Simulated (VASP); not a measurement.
# AlNi (Pm) in VASP: single point with PBEsol

Aim: the single point of AlNi with PBEsol.

Program: VASP 6.6.1. These are calculated values, not measurements. Logs are shortened: lines on timing, memory, paths and dates and some standing lists are left out, and cuts for length are marked.

### 1 The cell of the first run

It takes space group Pm (No. 6, monoclinic). Conventional cell: a = 2.862 Å, b = 2.862 Å, c = 2.862 Å, α = 90.00°, β = 90.00°, γ = 90.00°. Within 3.1 Å of Al (site symmetry m) lie 8 Ni at 2.38 to 2.58 Å and 6 Al at 2.86 Å. Ni (site symmetry m) has 8 Al at 2.38 to 2.58 Å and 6 Ni at 2.86 Å within 3.1 Å.

### 2 Single point, PBEsol (atoms displaced along several vibrational modes)

Contents of INCAR:

```
SYSTEM = AlNi
  PREC = Accurate
  ENCUT = 520
  EDIFF = 1E-7
  ISMEAR = 0
  SIGMA = 0.15
  LREAL = .FALSE.
  LASPH = .TRUE.
  NELM = 60
  ALGO = Fast
  ISIF = 2
  LWAVE = .FALSE.
  LCHARG = .TRUE.
  GGA = PS
  LELF = .TRUE.
  LVHAR = .TRUE.
  NBANDS = 14
```

Contents of KPOINTS:

```
regular mesh
0
G
  16 16 16
  0 0 0
```

Contents of POSCAR:

```
AlNi
1.0
    2.8618233745      0.0000000000      0.0000000000
    0.0000000000      2.8618233745      0.0000000000
    0.0000000000      0.0000000000      2.8618233745
Al Ni
1 1
Direct
   -0.0265564957     -0.0132782478      0.0000000000
    0.5122081036      0.5061040518      0.5000000000
```

Potentials or basis: VASP PAW PBE potentials, release 64 (Al, Ni).

Command:

```sh
$ cat potpaw_PBE.64/Al/POTCAR potpaw_PBE.64/Ni/POTCAR > POTCAR
$ mpirun -np 1 vasp_std > vasp.out
```

OUTCAR:

```text
SYSTEM = AlNi
   PREC = Accurate
   ENCUT = 520
   EDIFF = 1E-7
   ISMEAR = 0
   LREAL = .FALSE.
   LASPH = .TRUE.
   NELM = 60
   ISIF = 2
   GGA = PS

 ion  position               nearest neighbor table
   1  0.973  0.987  0.000-   2 2.38   2 2.38   2 2.45   2 2.45   2 2.51   2 2.51   2 2.58   2 2.58

   2  0.512  0.506  0.500-   1 2.38   1 2.38   1 2.45   1 2.45   1 2.51   1 2.51   1 2.58   1 2.58

  LATTYP: Found a simple cubic cell.
 ALAT       =     2.8618233745

  Lattice vectors:

 A1 = (   2.8618233745,   0.0000000000,   0.0000000000)
 A2 = (   0.0000000000,   2.8618233745,   0.0000000000)
 A3 = (   0.0000000000,   0.0000000000,   2.8618233745)

Analysis of symmetry for initial positions (statically):
=====================================================================
 Subroutine PRICEL returns:
 Original cell was already a primitive cell.

 Routine SETGRP: Setting up the symmetry group for a
 simple cubic supercell.

 Subroutine GETGRP returns: Found  2 space group operations
 (whereof  2 operations were pure point group operations)
 out of a pool of 48 trial point group operations.

The static configuration has the point symmetry C_1h.

Analysis of symmetry for dynamics (positions and initial velocities):
=====================================================================
 Subroutine PRICEL returns:
 Original cell was already a primitive cell.

 Routine SETGRP: Setting up the symmetry group for a
 simple cubic supercell.

 Subroutine GETGRP returns: Found  2 space group operations
 (whereof  2 operations were pure point group operations)
 out of a pool of 48 trial point group operations.

The dynamic configuration has the point symmetry C_1h.

 Subroutine INISYM returns: Found  2 space group operations
 (whereof  2 operations are pure point group operations),
 and found     1 'primitive' translations

----------------------------------------------------------------------------------------

                                     Primitive cell

  volume of cell :      23.4384

  direct lattice vectors                    reciprocal lattice vectors
     2.861823375  0.000000000  0.000000000     0.349427574  0.000000000  0.000000000
     0.000000000  2.861823375  0.000000000     0.000000000  0.349427574  0.000000000
     0.000000000  0.000000000  2.861823375     0.000000000  0.000000000  0.349427574

  length of vectors
     2.861823375  2.861823375  2.861823375     0.349427574  0.349427574  0.349427574

[... 90 lines left out ...]
   PSTRESS=    0.0 pullay stress
   NELECT =      13.0000    total number of electrons
   NUPDOWN=      -1.0000    fix difference up-down
   EMIN   =  10.00;   EMAX   =-10.00  energy-range for DOS
   EFERMI =   0.00;   METHOD = LEGACY
   ISMEAR =     0;   SIGMA  =   0.15  broadening in eV -4-tet -1-fermi 0-gaus
   EFERMI_NEDOS =   21; number of points for ismear=-14 and -15
   IALGO  =     68    algorithm
   IMIX   =      4    mixing-type and parameters
     AMIX     =   0.40;   BMIX     =  1.00
     AMIX_MAG =   1.60;   BMIX_MAG =  1.00
  volume/ion in A,a.u.               =      11.72        79.09
  Fermi-wavevector in a.u.,A,eV,Ry     =   1.345075  2.541823 24.616019  1.809226
  Thomas-Fermi vector in A             =   2.473017
   LORBIT       =      0    0 simple, 1 ext, 2 COOP (PROOUT), +10 PAW based schemes
   GGA     = PS    functional components
   LHFCALC =     F    Hartree Fock is set to
   AEXX    =    0.0000 exact exchange contribution
   IVDW    =     0    specifies the selected vdW correction
   LEPSILON=     F    determine dielectric tensor
   LRPA    =     F    only Hartree local field effects (RPA)
 non-spin polarized calculation
 RMM-DIIS sequential band-by-band and
 Gauss-broadening in eV      SIGMA  =   0.15
  energy-cutoff  :      520.00
  volume of cell :       23.44
 maximum number of plane-waves:       655
 NGX is ok and might be reduce to    24
   NGX = 11   NGY = 11   NGZ = 11

 number of electron      12.9999999 magnetization

 Free energy of the ion-electron system (eV)
  ---------------------------------------------------
  ext. energy  EPLUGINS =         0.00000000
  ---------------------------------------------------
  free energy    TOTEN  =       -11.54273294 eV

  energy without entropy =      -11.53426933  energy(sigma->0) =      -11.53850113

 E-fermi :  10.1606     XC(G=0): -12.2595

 val. band max:       10.1594365888   @ k =   0.3125   0.4375   0.5000
 cond. band min:      10.1607438986   @ k =  -0.4375   0.4375   0.2500
 fundamental gap:      0.0013073097
 Fermi energy:        10.1606424606

 k-point     1 :       0.0000    0.0000    0.0000
  band No.  band energies     occupation
      1      -1.1135      2.00000
      2       6.8064      2.00000
      3       6.8186      2.00000
      4       8.5532      2.00000
      5       8.5716      2.00000
      6       8.5741      2.00000
      7      15.7352      0.00000
      8      15.7491      0.00000
      9      15.7690      0.00000
     10      18.3936      0.00000
     11      18.4020      0.00000
     12      24.1424      0.00000
     13      31.1496      0.00000
     14      31.1937      0.00000
[... 377 lines left out ...]
      1       3.1440      2.00000
      2       3.3002      2.00000
      3       7.3007      2.00000
      4       7.8327      2.00000
      5       7.8533      2.00000
      6       8.6578      2.00000
      7       9.4932      2.00000
      8      18.5105      0.00000
      9      20.2453      0.00000
     10      20.2978      0.00000
     11      21.1875      0.00000
     12      21.2855      0.00000
     13      24.7380      0.00000
     14      25.6508      0.00000

 [... further k-points ...]

------------------------ aborting loop because EDIFF is reached ----------------------------------------

  FORCE on cell =-STRESS in cart. coord.  units (eV):
  Direction    XX          YY          ZZ          XY          YZ          ZX
  --------------------------------------------------------------------------------------
  -------------------------------------------------------------------------------------
  Total        0.1062561      0.1794266      0.2059384      0.1381953      0.0000000      0.0000000
  in kB        7.2633330     12.2650361     14.0773051      9.4465938      0.0000000      0.0000000
  external PRESSURE =      11.2018914 kB  Pullay stress =       0.0000000 kB

 VOLUME and BASIS-vectors are now :
 -----------------------------------------------------------------------------
  energy-cutoff  :      520.00
  volume of cell :       23.44
      direct lattice vectors                 reciprocal lattice vectors
     2.861823375  0.000000000  0.000000000     0.349427574  0.000000000  0.000000000
     0.000000000  2.861823375  0.000000000     0.000000000  0.349427574  0.000000000
     0.000000000  0.000000000  2.861823375     0.000000000  0.000000000  0.349427574

 POSITION                                       TOTAL-FORCE (eV/Angst)
 -----------------------------------------------------------------------------------
      2.78582      2.82382      0.00000         0.701622      0.361667      0.000000
      1.46585      1.44838      1.43091        -0.701622     -0.361667      0.000000
 -----------------------------------------------------------------------------------
    total drift:                                0.000404     -0.000109      0.000003

  FREE ENERGIE OF THE ION-ELECTRON SYSTEM (eV)
  ---------------------------------------------------
  free  energy   TOTEN  =       -11.5427329377 eV

  energy  without entropy=      -11.5342693278  energy(sigma->0) =      -11.53850113
```

OSZICAR:

```text
N       E                     dE             d eps       ncg     rms          rms(c)
DAV:   1     0.398807090109E+02    0.39881E+02   -0.53796E+03 33342   0.973E+02
DAV:   2    -0.114145477328E+02   -0.51295E+02   -0.46332E+02 35280   0.181E+02
DAV:   3    -0.131583586687E+02   -0.17438E+01   -0.17275E+01 41342   0.369E+01
DAV:   4    -0.131813064938E+02   -0.22948E-01   -0.22942E-01 39052   0.387E+00
DAV:   5    -0.131819826527E+02   -0.67616E-03   -0.67615E-03 42128   0.723E-01    0.128E+01
RMM:   6    -0.151553770113E+02   -0.19734E+01   -0.15565E+01 39999   0.493E+01    0.171E+01
RMM:   7    -0.115609832276E+02    0.35944E+01   -0.42894E+00 36894   0.253E+01    0.126E+00
RMM:   8    -0.115538625895E+02    0.71206E-02   -0.90860E-02 35343   0.298E+00    0.758E-01
RMM:   9    -0.115465573268E+02    0.73053E-02   -0.29893E-02 37724   0.110E+00    0.558E-01
RMM:  10    -0.115427744762E+02    0.37829E-02   -0.85695E-03 40388   0.116E+00    0.159E-01
RMM:  11    -0.115428962888E+02   -0.12181E-03   -0.99759E-04 44600   0.374E-01    0.132E-01
RMM:  12    -0.115427216651E+02    0.17462E-03   -0.39380E-04 44137   0.218E-01    0.321E-02
RMM:  13    -0.115427309714E+02   -0.93063E-05   -0.10108E-04 46579   0.725E-02    0.610E-03
RMM:  14    -0.115427326281E+02   -0.16567E-05   -0.17214E-05 48473   0.327E-02    0.983E-03
RMM:  15    -0.115427328840E+02   -0.25583E-06   -0.23606E-06 43362   0.983E-03    0.114E-02
RMM:  16    -0.115427329377E+02   -0.53691E-07   -0.49552E-07 35876   0.721E-03
   1 F= -.11542733E+02 E0= -.11538501E+02  d E =-.846361E-02
```

stdout:

```text
POSCAR found type information on POSCAR AlNi
 POSCAR found :  2 types and       2 ions
 scaLAPACK will be used
 -----------------------------------------------------------------------------
|                                                                             |
|                                                                             |
|     You enforced a specific xc type in the INCAR file but a different       |
|     I HOPE YOU KNOW WHAT YOU ARE DOING!                                     |
|                                                                             |
 -----------------------------------------------------------------------------

 LDA part: xc-table for (Slater+PW92), standard interpolation
 POSCAR, INCAR and KPOINTS ok, starting setup
 FFT: planning ... GRIDC
 FFT: planning ... GRID_SOFT
 FFT: planning ... GRID
 WAVECAR not read
 entering main loop
WARNING in EDDRMM: call to ZHEGV failed, returncode =   8  4     14
WARNING in EDDRMM: call to ZHEGV failed, returncode =   6  3     14
WARNING in EDDRMM: call to ZHEGV failed, returncode =   6  3     12
WARNING in EDDRMM: call to ZHEGV failed, returncode =   6  3     14
WARNING in EDDRMM: call to ZHEGV failed, returncode =   8  4     14
WARNING in EDDRMM: call to ZHEGV failed, returncode =   8  4     14
WARNING in EDDRMM: call to ZHEGV failed, returncode =   8  4     13
WARNING in EDDRMM: call to ZHEGV failed, returncode =   8  4     14
WARNING in EDDRMM: call to ZHEGV failed, returncode =   6  3     13
WARNING in EDDRMM: call to ZHEGV failed, returncode =   8  4     14
```

Wall time 3.1 min (1 thread of Intel Xeon Platinum 8488C (Sapphire Rapids), shared host); peak memory 0.48 GiB.

What came out:

| Quantity | Value |
| --- | --- |
| Free energy | -11.5427 eV |
| Pressure | 1.1 GPa |
| Largest force | 0.789 eV/Å |
| Band gap on the k mesh | zero (an odd number of electrons rules out a gap without spin polarisation) |

Forces on the atoms (eV/Å):
```
Al   0.702  0.362  0.000
Ni  -0.702 -0.362  0.000
```

Caveat: the cell differs from its parent crystal (atoms displaced along several vibrational modes); the PAW data sets were made with another functional, which shifts forces and pressure a little. Spin polarisation is off, so any magnetic state and its effect on volume and gap are missing.
